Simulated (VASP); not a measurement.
# Mg3MoBr2 (P6/mmm) in VASP: single point with PBE

Aim: the single point of Mg3MoBr2 with PBE.

Everything below comes from runs of VASP 6.6.1. Logs are shortened: lines on timing, memory, paths and dates and some standing lists are left out, and cuts for length are marked.

## Step 1: The cell of the first run

It takes space group P6/mmm (No. 191, hexagonal). The conventional cell has a = 6.322 Å, b = 6.322 Å, c = 4.357 Å, α = 90.00°, β = 90.00°, γ = 120.00°. Within 2.4 Å of Mg (site symmetry mmm) lie 2 Br at 1.82 Å. Within 5.0 Å of Mo (site symmetry 6/mmm) lie 12 Mg at 3.84 Å and 12 Br at 4.25 Å and 2 Mo at 4.36 Å. Within 2.4 Å of Br (site symmetry -6m2) lie 3 Mg at 1.82 Å.

The cell was built from a structure type or drawn by symmetry, and may not be a known phase.

## Step 2: Single point, PBE, collinear spin

The input, INCAR:

```
SYSTEM = Mg3MoBr2
PREC = Accurate
ENCUT = 520
EDIFF = 1E-6
ISMEAR = 0
SIGMA = 0.1
LREAL = .FALSE.
LASPH = .TRUE.
NELM = 150
ALGO = Normal
ISIF = 2
LWAVE = .FALSE.
LCHARG = .FALSE.
ISPIN = 2
MAGMOM = 0 0 0 1 0 0
LORBIT = 11
LMAXMIX = 4
GGA = PE
NBANDS = 30
```

The input, KPOINTS:

```
Automatic mesh
0
G
  3 3 4
  0 0 0
```

The input, POSCAR:

```
Mg3MoBr2
1.0
    6.3219665300      0.0000000000      0.0000000000
   -3.1609832700      5.4749836200      0.0000000000
    0.0000000000      0.0000000000      4.3569224800
Mg Mo Br
3 1 2
Direct
    0.5000000000      0.0000000000      0.5000000000
    0.0000000000      0.5000000000      0.5000000000
    0.5000000000      0.5000000000      0.5000000000
    0.0000000000      0.0000000000      0.0000000000
    0.3333333300      0.6666666700      0.5000000000
    0.6666666700      0.3333333300      0.5000000000
```

Potentials or basis: VASP PAW PBE potentials, release 64 (Mg, Mo_sv, Br).

Launch:

```console
cat potpaw_PBE.64/Mg/POTCAR potpaw_PBE.64/Mo_sv/POTCAR potpaw_PBE.64/Br/POTCAR > POTCAR
mpirun -np 1 vasp_std > vasp.out
```

OUTCAR:

```text
SYSTEM = Mg3MoBr2
   PREC = Accurate
   ENCUT = 520
   EDIFF = 1E-6
   ISMEAR = 0
   LREAL = .FALSE.
   LASPH = .TRUE.
   NELM = 150
   ISIF = 2
   ISPIN = 2
   LORBIT = 11
   GGA = PE

 ion  position               nearest neighbor table
   1  0.500  0.000  0.500-   5 1.82   6 1.82   2 3.16   2 3.16   3 3.16   3 3.16
   2  0.000  0.500  0.500-   5 1.82   6 1.82   3 3.16   3 3.16   1 3.16   1 3.16
   3  0.500  0.500  0.500-   5 1.82   6 1.82   2 3.16   2 3.16   1 3.16   1 3.16
   4  0.000  0.000  0.000-
   5  0.333  0.667  0.500-   2 1.82   1 1.82   3 1.82
   6  0.667  0.333  0.500-   2 1.82   1 1.82   3 1.82

  LATTYP: Found a hexagonal cell.
 ALAT       =     6.3219665300
 C/A-ratio  =     0.6891720257

  Lattice vectors:

 A1 = (   6.3219665300,   0.0000000000,   0.0000000000)
 A2 = (  -3.1609832700,   5.4749836200,   0.0000000000)
 A3 = (   0.0000000000,   0.0000000000,   4.3569224800)

Analysis of symmetry for initial positions (statically):
=====================================================================
 Subroutine PRICEL returns:
 Original cell was already a primitive cell.

 Routine SETGRP: Setting up the symmetry group for a
 hexagonal supercell.

 Subroutine GETGRP returns: Found 24 space group operations
 (whereof 24 operations were pure point group operations)
 out of a pool of 24 trial point group operations.

The static configuration has the point symmetry D_6h.

Analysis of symmetry for dynamics (positions and initial velocities):
=====================================================================
 Subroutine PRICEL returns:
 Original cell was already a primitive cell.

 Routine SETGRP: Setting up the symmetry group for a
 hexagonal supercell.

 Subroutine GETGRP returns: Found 24 space group operations
 (whereof 24 operations were pure point group operations)
 out of a pool of 24 trial point group operations.

The dynamic configuration has the point symmetry D_6h.

Analysis of structural, dynamic, and magnetic symmetry:
=====================================================================
 Subroutine PRICEL returns:
 Original cell was already a primitive cell.

 Routine SETGRP: Setting up the symmetry group for a
 hexagonal supercell.

 Subroutine GETGRP returns: Found 24 space group operations
 (whereof 24 operations were pure point group operations)
 out of a pool of 24 trial point group operations.

The overall configuration has the point symmetry D_6h.

 Subroutine INISYM returns: Found 24 space group operations
 (whereof 24 operations are pure point group operations),
 and found     1 'primitive' translations

----------------------------------------------------------------------------------------

                                     Primitive cell

  volume of cell :     150.8047

  direct lattice vectors                    reciprocal lattice vectors
     6.321966530  0.000000000  0.000000000     0.158178629  0.091324474  0.000000000
    -3.160983270  5.474983620  0.000000000     0.000000000  0.182648948  0.000000000
     0.000000000  0.000000000  4.356922480     0.000000000  0.000000000  0.229519805

  length of vectors
     6.321966530  6.321966535  4.356922480     0.182648948  0.182648948  0.229519805

  position of ions in fractional coordinates (direct lattice)
     0.500000000  0.000000000  0.500000000
     1.000000000  0.500000000  0.500000000
     0.500000000  0.500000000  0.500000000
     0.000000000  0.000000000  0.000000000
     0.333333330  0.666666670  0.500000000
     0.666666670  0.333333330  0.500000000

  ion indices of the primitive-cell ions
   primitive index   ion index
                 1           1
                 2           2
                 3           3
                 4           4
                 5           5
                 6           6

----------------------------------------------------------------------------------------

 KPOINTS: Automatic mesh

Automatic generation of k-mesh.
 Grid dimensions read from file:
 generate k-points for:    3    3    4

 Generating k-lattice:

  Cartesian coordinates                     Fractional coordinates (reciprocal lattice)
     0.052726210  0.030441491  0.000000000     0.333333333 -0.000000000  0.000000000
     0.000000000  0.060882983  0.000000000     0.000000000  0.333333333  0.000000000
     0.000000000  0.000000000  0.057379951     0.000000000  0.000000000  0.250000000

  Length of vectors
     0.060882983  0.060882983  0.057379951

  Shift w.r.t. Gamma in fractional coordinates (k-lattice)
     0.000000000  0.000000000  0.000000000

 Subroutine IBZKPT returns following result:
 ===========================================

 Found      9 irreducible k-points:

 Following reciprocal coordinates:
            Coordinates               Weight
  0.000000  0.000000  0.000000      1.000000
  0.333333  0.000000  0.000000      6.000000
  0.333333  0.333333  0.000000      2.000000
  0.000000  0.000000  0.250000      2.000000
  0.333333  0.000000  0.250000     12.000000
  0.333333  0.333333  0.250000      4.000000
  0.000000  0.000000  0.500000      1.000000
  0.333333  0.000000  0.500000      6.000000
  0.333333  0.333333  0.500000      2.000000
   k-points           NKPTS =      9   k-points in BZ     NKDIM =      9   number of bands    NBANDS=     30
   number of dos      NEDOS =    301   number of ions     NIONS =      6
   total plane-waves  NPLWV =  73728
   dimension x,y,z NGX =    48 NGY =   48 NGZ =   32
   dimension x,y,z NGXF=    96 NGYF=   96 NGZF=   64
   ions per type =               3   1   2
   NGX,Y,Z   is equivalent  to a cutoff of  12.62, 12.62, 12.21 a.u.
   NGXF,Y,Z  is equivalent  to a cutoff of  25.24, 25.24, 24.42 a.u.
 SYSTEM =  Mg3MoBr2
   PREC   = accura    normal or accurate (medium, high low for compatibility)
   ISTART =      0    job   : 0-new  1-cont  2-samecut
   ICHARG =      2    charge: 1-file 2-atom 10-const
   ISPIN  =      2    spin polarized calculation?
   LNONCOLLINEAR =      F non collinear calculations
   LSORBIT =      F    spin-orbit coupling
   LASPH  =      T    aspherical Exc in radial PAW
   ENCUT  =  520.0 eV  38.22 Ry    6.18 a.u.  11.75 11.75  8.10*2*pi/ulx,y,z
   NELM   =    150;   NELMIN=  2; NELMDL= -5     # of ELM steps
   EDIFF  = 0.1E-05   stopping-criterion for ELM
   LREAL  =      F    real-space projection
[... 7 lines left out ...]
   TEBEG  =    0.0;   TEEND  =   0.0 temperature during run
   PSTRESS=    0.0 pullay stress
   NELECT =      34.0000    total number of electrons
   NUPDOWN=      -1.0000    fix difference up-down
   EMIN   =  10.00;   EMAX   =-10.00  energy-range for DOS
   EFERMI =   0.00;   METHOD = LEGACY
   ISMEAR =     0;   SIGMA  =   0.10  broadening in eV -4-tet -1-fermi 0-gaus
   EFERMI_NEDOS =   21; number of points for ismear=-14 and -15
   IALGO  =     38    algorithm
   IMIX   =      4    mixing-type and parameters
     AMIX     =   0.40;   BMIX     =  1.00
     AMIX_MAG =   1.60;   BMIX_MAG =  1.00
  volume/ion in A,a.u.               =      25.13       169.61
  Fermi-wavevector in a.u.,A,eV,Ry     =   0.996390  1.882905 13.507779  0.992794
  Thomas-Fermi vector in A             =   2.128475
   LORBIT       =     11    0 simple, 1 ext, 2 COOP (PROOUT), +10 PAW based schemes
   GGA     = PE    functional components
   LHFCALC =     F    Hartree Fock is set to
   AEXX    =    0.0000 exact exchange contribution
   IVDW    =     0    specifies the selected vdW correction
   LEPSILON=     F    determine dielectric tensor
   LRPA    =     F    only Hartree local field effects (RPA)
 spin polarized calculation
 Gauss-broadening in eV      SIGMA  =   0.10
  energy-cutoff  :      520.00
  volume of cell :      150.80
 maximum number of plane-waves:      4084
 NGX is ok and might be reduce to    48
   NGX = 23   NGY = 23   NGZ = 17

 number of electron      33.9999999 magnetization       4.4995181

 Free energy of the ion-electron system (eV)
  ---------------------------------------------------
  ext. energy  EPLUGINS =         0.00000000
  ---------------------------------------------------
  free energy    TOTEN  =         9.36960297 eV

  energy without entropy =        9.39219678  energy(sigma->0) =        9.38089988

 E-fermi :   4.4322     XC(G=0):  -8.6586

 val. band max:        4.3656409514   @ k =   0.3333   0.0000   0.5000
 cond. band min:       4.4502599627   @ k =   0.3333   0.0000   0.2500
 fundamental gap:      0.0846190113
 Fermi energy:         4.4321685072

 spin component 1

 k-point     1 :       0.0000    0.0000    0.0000
  band No.  band energies     occupation
      1     -57.2582      1.00000
      2     -31.4499      1.00000
      3     -31.4499      1.00000
      4     -31.4138      1.00000
      5     -16.5540      1.00000
      6     -15.7121      1.00000
[... 21 lines left out ...]
     28       9.0575      0.00000
     29       9.6303      0.00000

 k-point     2 :       0.3333    0.0000    0.0000
  band No.  band energies     occupation
      1     -57.2582      1.00000
      2     -31.4499      1.00000
      3     -31.4499      1.00000
      4     -31.4138      1.00000
      5     -16.3895      1.00000
      6     -15.9054      1.00000
[... 21 lines left out ...]
     28       8.8799      0.00000
     29       9.9268      0.00000

 k-point     3 :       0.3333    0.3333    0.0000
  band No.  band energies     occupation
      1     -57.2582      1.00000
      2     -31.4499      1.00000
      3     -31.4499      1.00000
      4     -31.4138      1.00000
      5     -16.1545      1.00000
      6     -16.1545      1.00000
[... 157 lines left out ...]
      4     -31.4183      1.00000
      5     -16.3515      1.00000
      6     -15.8705      1.00000
[... 21 lines left out ...]
     28       9.1459      0.00000
     29       9.5417      0.00000

 k-point     9 :       0.3333    0.3333    0.5000
  band No.  band energies     occupation
      1     -57.2581      1.00000
      2     -31.4496      1.00000
      3     -31.4496      1.00000
      4     -31.4183      1.00000
      5     -16.1181      1.00000
      6     -16.1181      1.00000
[... 21 lines left out ...]
     28       9.4386      0.00000
     29      10.3240      0.00000
 Fermi energy:         4.4321685072

 spin component 2

 k-point     1 :       0.0000    0.0000    0.0000
  band No.  band energies     occupation
      1     -55.0480      1.00000
      2     -29.0063      1.00000
      3     -29.0063      1.00000
      4     -28.9407      1.00000
      5     -16.5395      1.00000
      6     -15.6956      1.00000
[... 21 lines left out ...]
     28       9.8385      0.00000
     29       9.8978      0.00000

 k-point     2 :       0.3333    0.0000    0.0000
  band No.  band energies     occupation
      1     -55.0480      1.00000
      2     -29.0063      1.00000
      3     -29.0063      1.00000
      4     -28.9407      1.00000
      5     -16.3747      1.00000
      6     -15.8894      1.00000
[... 21 lines left out ...]
     28       9.2220      0.00000
     29      10.1967      0.00000

 k-point     3 :       0.3333    0.3333    0.0000
  band No.  band energies     occupation
      1     -55.0480      1.00000
      2     -29.0063      1.00000
      3     -29.0063      1.00000
      4     -28.9407      1.00000
      5     -16.1392      1.00000
      6     -16.1392      1.00000
[... 157 lines left out ...]
      4     -28.9457      1.00000
      5     -16.3364      1.00000
      6     -15.8543      1.00000
[... 21 lines left out ...]
     28       9.7029      0.00000
     29       9.7822      0.00000

 k-point     9 :       0.3333    0.3333    0.5000
  band No.  band energies     occupation
      1     -55.0479      1.00000
      2     -29.0059      1.00000
      3     -29.0059      1.00000
      4     -28.9457      1.00000
      5     -16.1025      1.00000
      6     -16.1025      1.00000
[... 21 lines left out ...]
     28       9.4925      0.00000
     29      10.7035      0.00000
 [bands above 29 left out]

------------------------ aborting loop because EDIFF is reached ----------------------------------------

  FORCE on cell =-STRESS in cart. coord.  units (eV):
  Direction    XX          YY          ZZ          XY          YZ          ZX
  --------------------------------------------------------------------------------------
  -------------------------------------------------------------------------------------
  Total       89.5459975     89.5459976     -6.0007926     -0.0000001      0.0000000      0.0000000
  in kB      951.3534812    951.3534823    -63.7535471     -0.0000009      0.0000000      0.0000000
  external PRESSURE =     612.9844721 kB  Pullay stress =       0.0000000 kB

 VOLUME and BASIS-vectors are now :
 -----------------------------------------------------------------------------
  energy-cutoff  :      520.00
  volume of cell :      150.80
      direct lattice vectors                 reciprocal lattice vectors
     6.321966530  0.000000000  0.000000000     0.158178629  0.091324474  0.000000000
    -3.160983270  5.474983620  0.000000000     0.000000000  0.182648948  0.000000000
     0.000000000  0.000000000  4.356922480     0.000000000  0.000000000  0.229519805

 POSITION                                       TOTAL-FORCE (eV/Angst)
 -----------------------------------------------------------------------------------
      3.16098      0.00000      2.17846        -0.000000     -0.000000      0.000000
     -1.58049      2.73749      2.17846        -0.000000     -0.000000      0.000000
      1.58049      2.73749      2.17846        -0.000000     -0.000000      0.000000
      0.00000      0.00000      0.00000        -0.000000     -0.000000      0.000000
     -0.00000      3.64999      2.17846        -0.000000      0.000000      0.000000
      3.16098      1.82499      2.17846         0.000000      0.000000      0.000000
 -----------------------------------------------------------------------------------
    total drift:                                0.000000     -0.000000      0.000000

  FREE ENERGIE OF THE ION-ELECTRON SYSTEM (eV)
  ---------------------------------------------------
  free  energy   TOTEN  =         9.3696029694 eV

  energy  without entropy=        9.3921967831  energy(sigma->0) =        9.38089988

 total charge

# of ion       s       p       d       tot
------------------------------------------
    1        0.304   0.368   0.176   0.847
    2        0.304   0.368   0.176   0.847
    3        0.304   0.368   0.176   0.847
    4        2.262   6.005   3.747  12.014
    5        1.709   3.798   0.067   5.574
    6        1.709   3.798   0.067   5.574
--------------------------------------------------
tot          6.591  14.704   4.409  25.704

 magnetization (x)

# of ion       s       p       d       tot
------------------------------------------
    1       -0.006  -0.001   0.001  -0.006
    2       -0.006  -0.001   0.001  -0.006
    3       -0.006  -0.001   0.001  -0.006
    4        0.075   0.033   3.339   3.447
    5       -0.003   0.026  -0.001   0.021
    6       -0.003   0.026  -0.001   0.021
--------------------------------------------------
tot          0.051   0.080   3.338   3.470
```

Wall time 3.5 min (1 thread of Intel Xeon 8259CL, shared host); peak memory 0.34 GiB.

What came out:

* Free energy: 9.3696 eV
* Pressure: 61.3 GPa
* Net moment: 4.50 μB per cell
* Site moments: Mg -0.01; Mo +3.45; Br +0.02 μB
* Valence electrons inside the program's atomic spheres: Mg 0.85; Mo 12.01; Br 5.57

Caveat: the k points lie up to 0.38 Å⁻¹ apart; atoms lie so close that the PAW spheres overlap strongly, which falsifies energies and pressures.
